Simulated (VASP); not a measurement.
# Sb (I4/mmm) in VASP: further runs

Sb is run at these levels: r2SCAN; tasks: single point.

Program: VASP 6.6.1. These are calculated values, not measurements. Logs are shortened: lines on timing, memory, paths and dates and some standing lists are left out, and cuts for length are marked.

## Step 1: The cell of the first run

Symmetry: I4/mmm, No. 139, tetragonal system. The conventional cell has a = 3.153 Å, b = 3.153 Å, c = 5.424 Å, α = 90.00°, β = 90.00°, γ = 90.00°. Sb (site symmetry 4/mmm) has 12 Sb at 3.15 to 3.51 Å within 4.1 Å.

## Step 2: Single point, r2SCAN

The input, POSCAR:

```
Sb
1.0
   -1.5765401831      1.5765401831      2.7119384313
    1.5765401831     -1.5765401831      2.7119384313
    1.5765401831      1.5765401831     -2.7119384313
Sb
1
Direct
    0.0000000000      0.0000000000      0.0000000000
```

The input, INCAR.step1:

```
ALGO = Normal
EDIFF = 1E-4
ENCUT = 520
GGA = PE
ISMEAR = -1
LASPH = T
LCHARG = F
LREAL = F
LWAVE = T
NBANDS = 8
NELM = 80
PREC = Accurate
SIGMA = 0.05
```

The input, INCAR.step2:

```
ALGO = Normal
EDIFF = 1E-6
ENCUT = 520
ISIF = 2
ISMEAR = -1
ISTART = 1
LASPH = T
LCHARG = F
LMIXTAU = T
LREAL = F
LWAVE = F
METAGGA = R2SCAN
NBANDS = 8
NELM = 80
PREC = Accurate
SIGMA = 0.05
```

The input, KPOINTS:

```
k-points
0
Gamma
  12 12 12
```

Potentials or basis: VASP PAW PBE potentials, release 64 (Sb).

Started as:

```console
cat potpaw_PBE.64/Sb/POTCAR > POTCAR
cp INCAR.step1 INCAR
mpirun -np 1 vasp_std > vasp.out
cp INCAR.step2 INCAR
mpirun -np 1 vasp_std > vasp.out
```

OUTCAR:

```text
EDIFF = 1E-6
   ENCUT = 520
   ISIF = 2
   ISMEAR = -1
   ISTART = 1
   LASPH = T
   LREAL = F
   METAGGA = R2SCAN
   NELM = 80
   PREC = Accurate

 ion  position               nearest neighbor table
   1  0.000  0.000  0.000-

  LATTYP: Found a body centered tetragonal cell.
 ALAT       =     3.1530803662
 C/A-ratio  =     1.7201835135

  Lattice vectors:

 A1 = (  -1.5765401831,   1.5765401831,   2.7119384313)
 A2 = (   1.5765401831,  -1.5765401831,   2.7119384313)
 A3 = (   1.5765401831,   1.5765401831,  -2.7119384313)

Analysis of symmetry for initial positions (statically):
=====================================================================
 Subroutine PRICEL returns:
 Original cell was already a primitive cell.

 Routine SETGRP: Setting up the symmetry group for a
 body centered tetragonal supercell.

 Subroutine GETGRP returns: Found 16 space group operations
 (whereof 16 operations were pure point group operations)
 out of a pool of 16 trial point group operations.

The static configuration has the point symmetry D_4h.

Analysis of symmetry for dynamics (positions and initial velocities):
=====================================================================
 Subroutine PRICEL returns:
 Original cell was already a primitive cell.

 Routine SETGRP: Setting up the symmetry group for a
 body centered tetragonal supercell.

 Subroutine GETGRP returns: Found 16 space group operations
 (whereof 16 operations were pure point group operations)
 out of a pool of 16 trial point group operations.

The dynamic configuration has the point symmetry D_4h.

 Subroutine INISYM returns: Found 16 space group operations
 (whereof 16 operations are pure point group operations),
 and found     1 'primitive' translations

----------------------------------------------------------------------------------------

                                     Primitive cell

  volume of cell :      26.9619

  direct lattice vectors                    reciprocal lattice vectors
    -1.576540183  1.576540183  2.711938431     0.000000000  0.317150178  0.184369967
     1.576540183 -1.576540183  2.711938431     0.317150178  0.000000000  0.184369967
     1.576540183  1.576540183 -2.711938431     0.317150178  0.317150178  0.000000000

  length of vectors
     3.510778824  3.510778824  3.510778824     0.366846726  0.366846726  0.448518083

  position of ions in fractional coordinates (direct lattice)
     0.000000000  0.000000000  0.000000000

  ion indices of the primitive-cell ions
   primitive index   ion index
                 1           1

----------------------------------------------------------------------------------------

 KPOINTS: k-points

Automatic generation of k-mesh.
 Grid dimensions read from file:
 generate k-points for:   12   12   12

 Generating k-lattice:

  Cartesian coordinates                     Fractional coordinates (reciprocal lattice)
     0.000000000  0.026429182  0.015364164     0.083333333 -0.000000000  0.000000000
     0.026429182  0.000000000  0.015364164    -0.000000000  0.083333333  0.000000000
     0.026429182  0.026429182  0.000000000     0.000000000  0.000000000  0.083333333

  Length of vectors
     0.030570561  0.030570561  0.037376507

  Shift w.r.t. Gamma in fractional coordinates (k-lattice)
     0.000000000  0.000000000  0.000000000

 Subroutine IBZKPT returns following result:
 ===========================================

 Found    163 irreducible k-points:

 Following reciprocal coordinates:
            Coordinates               Weight
  0.000000  0.000000  0.000000      1.000000
  0.083333  0.000000 -0.000000      8.000000
  0.166667  0.000000 -0.000000      8.000000
  0.250000 -0.000000  0.000000      8.000000
  0.333333  0.000000 -0.000000      8.000000
  0.416667  0.000000 -0.000000      8.000000
[... 16 lines left out ...]
  0.500000  0.166667  0.000000     16.000000
 -0.416667  0.166667  0.000000     16.000000
 [... further k-points ...]
   k-points           NKPTS =    163   k-points in BZ     NKDIM =    163   number of bands    NBANDS=      8
   number of dos      NEDOS =    301   number of ions     NIONS =      1
   total plane-waves  NPLWV =  21952
   dimension x,y,z NGX =    28 NGY =   28 NGZ =   28
   dimension x,y,z NGXF=    56 NGYF=   56 NGZF=   56
   ions per type =               1
   NGX,Y,Z   is equivalent  to a cutoff of  13.26, 13.26, 13.26 a.u.
   NGXF,Y,Z  is equivalent  to a cutoff of  26.52, 26.52, 26.52 a.u.
 SYSTEM =  unknown system
   PREC   = accura    normal or accurate (medium, high low for compatibility)
   ISTART =      1    job   : 0-new  1-cont  2-samecut
   ICHARG =      0    charge: 1-file 2-atom 10-const
   ISPIN  =      1    spin polarized calculation?
   LNONCOLLINEAR =      F non collinear calculations
   LSORBIT =      F    spin-orbit coupling
   LASPH  =      T    aspherical Exc in radial PAW
   ENCUT  =  520.0 eV  38.22 Ry    6.18 a.u.   6.53  6.53  6.53*2*pi/ulx,y,z
   NELM   =     80;   NELMIN=  2; NELMDL=  0     # of ELM steps
   EDIFF  = 0.1E-05   stopping-criterion for ELM
   LREAL  =      F    real-space projection
   EDIFFG = 0.1E-04   stopping-criterion for IOM
   NSW    =      0    number of steps for IOM
   IBRION =     -1    ionic relax: 0-MD 1-quasi-New 2-CG
   NFREE  =      0    steps in history (QN), initial steepest desc. (CG)
   ISIF   =      2    stress and relaxation
   ISYM   =      2    0-nonsym 1-usesym 2-fastsym
   POTIM  = 0.5000    time-step for ionic-motion
   TEBEG  =    0.0;   TEEND  =   0.0 temperature during run
   PSTRESS=    0.0 pullay stress
   NELECT =       5.0000    total number of electrons
   NUPDOWN=      -1.0000    fix difference up-down
   EMIN   =  10.00;   EMAX   =-10.00  energy-range for DOS
   EFERMI =   0.00;   METHOD = LEGACY
   ISMEAR =    -1;   SIGMA  =   0.05  broadening in eV -4-tet -1-fermi 0-gaus
   EFERMI_NEDOS =   21; number of points for ismear=-14 and -15
   IALGO  =     38    algorithm
   IMIX   =      4    mixing-type and parameters
     AMIX     =   0.40;   BMIX     =  1.00
     AMIX_MAG =   1.60;   BMIX_MAG =  1.00
  volume/ion in A,a.u.               =      26.96       181.95
  Fermi-wavevector in a.u.,A,eV,Ry     =   0.933573  1.764197 11.858269  0.871558
  Thomas-Fermi vector in A             =   2.060288
   LORBIT       =      0    0 simple, 1 ext, 2 COOP (PROOUT), +10 PAW based schemes
   METAGGA = R2SCAN    functional components
   LHFCALC =     F    Hartree Fock is set to
   AEXX    =    0.0000 exact exchange contribution
   IVDW    =     0    specifies the selected vdW correction
   LEPSILON=     F    determine dielectric tensor
   LRPA    =     F    only Hartree local field effects (RPA)
 non-spin polarized calculation
  energy-cutoff  :      520.00
  volume of cell :       26.96
 maximum number of plane-waves:       748
 NGX is ok and might be reduce to    28
   NGX = 13   NGY = 13   NGZ = 13

 number of electron       5.0000000 magnetization

 Free energy of the ion-electron system (eV)
  ---------------------------------------------------
  ext. energy  EPLUGINS =         0.00000000
  ---------------------------------------------------
  free energy    TOTEN  =       -25.27143884 eV

  energy without entropy =      -25.26585723  energy(sigma->0) =      -25.26864804

 E-fermi :   8.4737     XC(G=0): -10.7850

 val. band max:        8.4387445866   @ k =  -0.4167  -0.4167   0.2500
 cond. band min:       8.4961402877   @ k =   0.3333   0.1667   0.0833
 fundamental gap:      0.0573957011
 Fermi energy:         8.4736983155

 k-point     1 :       0.0000    0.0000    0.0000
  band No.  band energies     occupation
      1      -5.1289      2.00000
      2      13.3259      0.00000
      3      14.2047      0.00000
      4      14.2047      0.00000
      5      18.1775      0.00000
      6      19.6802      0.00000
      7      19.7435      0.00000
      8      19.7435      0.00000

 k-point     2 :       0.0833    0.0000   -0.0000
  band No.  band energies     occupation
      1      -4.9813      2.00000
      2      12.6295      0.00000
      3      13.2695      0.00000
      4      14.1719      0.00000
      5      18.1734      0.00000
      6      18.6244      0.00000
      7      19.6482      0.00000
      8      19.9829      0.00000

 k-point     3 :       0.1667    0.0000   -0.0000
  band No.  band energies     occupation
      1      -4.5405      2.00000
      2      10.2865      0.00000
      3      12.3761      0.00000
      4      14.1062      0.00000
      5      17.0195      0.00000
      6      18.5478      0.00000
      7      20.5872      0.00000
      8      20.6216      0.00000

 k-point     4 :       0.2500   -0.0000    0.0000
  band No.  band energies     occupation
      1      -3.8156      2.00000
      2       7.7037      2.00000
      3      11.5435      0.00000
      4      14.0657      0.00000
      5      16.1297      0.00000
      6      18.4488      0.00000
      7      21.1644      0.00000
      8      22.0267      0.00000

 k-point     5 :       0.3333    0.0000   -0.0000
  band No.  band energies     occupation
      1      -2.8361      2.00000
      2       5.3026      2.00000
      3      10.8669      0.00000
      4      14.0777      0.00000
      5      15.5078      0.00000
      6      18.5476      0.00000
      7      20.5897      0.00000
      8      21.4128      0.00000
[... 177 lines left out ...]
 k-point    22 :       0.4167    0.1667   -0.0000
  band No.  band energies     occupation
      1      -0.7494      2.00000
      2       3.1742      2.00000
      3       9.2202      0.00000
      4      10.8774      0.00000
      5      15.7172      0.00000
      6      17.4446      0.00000
      7      21.7829      0.00000
      8      23.0845      0.00000

 k-point    23 :       0.5000    0.1667    0.0000
  band No.  band energies     occupation
      1      -0.7256      2.00000
      2       3.1256      2.00000
      3       9.4183      0.00000
      4      11.0989      0.00000
      5      15.4314      0.00000
      6      17.3108      0.00000
      7      21.2533      0.00000
      8      22.6696      0.00000

 k-point    24 :      -0.4167    0.1667    0.0000
  band No.  band energies     occupation
      1      -1.7324      2.00000
      2       4.6751      2.00000
      3       9.7998      0.00000
      4      11.4219      0.00000
      5      15.5403      0.00000
      6      17.4293      0.00000
      7      19.5879      0.00000
      8      22.9403      0.00000

 [... further k-points ...]
[... 5 lines left out ...]
  --------------------------------------------------------------------------------------
  -------------------------------------------------------------------------------------
  Total        0.1339665      0.1339665      0.3011413      0.0000000      0.0000000      0.0000000
  in kB        7.9608047      7.9608047     17.8949736      0.0000000      0.0000000      0.0000000
  external PRESSURE =      11.2721943 kB  Pullay stress =       0.0000000 kB

 VOLUME and BASIS-vectors are now :
 -----------------------------------------------------------------------------
  energy-cutoff  :      520.00
  volume of cell :       26.96
      direct lattice vectors                 reciprocal lattice vectors
    -1.576540183  1.576540183  2.711938431     0.000000000  0.317150178  0.184369967
     1.576540183 -1.576540183  2.711938431     0.317150178  0.000000000  0.184369967
     1.576540183  1.576540183 -2.711938431     0.317150178  0.317150178  0.000000000

 POSITION                                       TOTAL-FORCE (eV/Angst)
 -----------------------------------------------------------------------------------
      0.00000      0.00000      0.00000        -0.000000     -0.000000      0.000000
 -----------------------------------------------------------------------------------
    total drift:                                0.000000      0.000000      0.000000

  FREE ENERGIE OF THE ION-ELECTRON SYSTEM (eV)
  ---------------------------------------------------
  free  energy   TOTEN  =       -25.2714388411 eV

  energy  without entropy=      -25.2658572315  energy(sigma->0) =      -25.26864804
```

Wall time 71 s (1 thread of Intel Xeon 6975P-C (Granite Rapids), shared host); peak memory 0.19 GiB.

Results:

```
Free energy : -25.2714 eV
Pressure    : 1.1 GPa
```

Caveat: the PAW data sets were made with another functional, which shifts forces and pressure a little; spin-orbit coupling is left out, which moves the levels of the heavy elements.

## Step 3: Single point, r2SCAN

This run uses another cell than the first one, of 27.50 Å³/atom, 1.020 times its volume.

The input, POSCAR:

```
Sb
1.0
   -1.5869811508      1.5869811508      2.7298988119
    1.5869811508     -1.5869811508      2.7298988119
    1.5869811508      1.5869811508     -2.7298988119
Sb
1
Direct
    0.0000000000      0.0000000000      0.0000000000
```

The input, INCAR.step1:

```
PREC = Accurate
ENCUT = 520
ISMEAR = -1
SIGMA = 0.05
LREAL = False
LASPH = True
NELM = 80
NBANDS = 8
GGA = PE
ALGO = Normal
EDIFF = 1E-4
LWAVE = True
LCHARG = False
```

The input, INCAR.step2:

```
PREC = Accurate
ENCUT = 520
EDIFF = 1E-7
ISMEAR = -1
SIGMA = 0.05
LREAL = False
LASPH = True
NELM = 80
ALGO = Normal
ISIF = 2
LWAVE = False
LCHARG = True
METAGGA = R2SCAN
LMIXTAU = True
LELF = True
LVHAR = True
NBANDS = 8
ISTART = 1
```

The input, KPOINTS:

```
Automatic mesh
0
Gamma
  12 12 12
```

Potentials or basis: VASP PAW PBE potentials, release 64 (Sb).

Started as:

```console
cat potpaw_PBE.64/Sb/POTCAR > POTCAR
cp INCAR.step1 INCAR
mpirun -np 1 vasp_std > vasp.out
cp INCAR.step2 INCAR
mpirun -np 1 vasp_std > vasp.out
```

It took 77 s on 1 thread of Intel Xeon 6975P-C (Granite Rapids), shared host; peak memory 0.19 GiB.

It converged, with:

| Item | Value |
| --- | --- |
| Free energy | -25.2731 eV |
| Pressure | -0.1 GPa |

Stress tensor (GPa, compression positive):
```
-0.56  0.00  0.00
 0.00 -0.56  0.00
 0.00  0.00  0.70
```

Levels at points of the mesh, in eV from the Fermi level:
| k point | band 1 | band 2 | band 3 | band 4 | band 5 | band 6 | band 7 |
| --- | --- | --- | --- | --- | --- | --- | --- |
| (0.00, 0.00, 0.00) | -13.44 | 4.70 | 5.58 | 5.58 | 9.64 | 11.11 | 11.20 |
| (0.50, 0.00, 0.00) | -9.47 | -6.00 | 1.76 | 5.53 | 6.51 | 10.62 | 11.19 |
| (0.50, 0.50, 0.00) | -6.85 | -4.63 | -1.17 | 0.60 | 3.91 | 4.64 | 16.31 |
| (0.50, 0.50, 0.50) | -9.62 | -5.88 | 2.17 | 2.17 | 6.12 | 6.66 | 18.85 |

Caveat: the PAW data sets were made with another functional, which shifts forces and pressure a little; spin-orbit coupling is left out, which moves the levels of the heavy elements.

(Continued in part 2 of 2.)
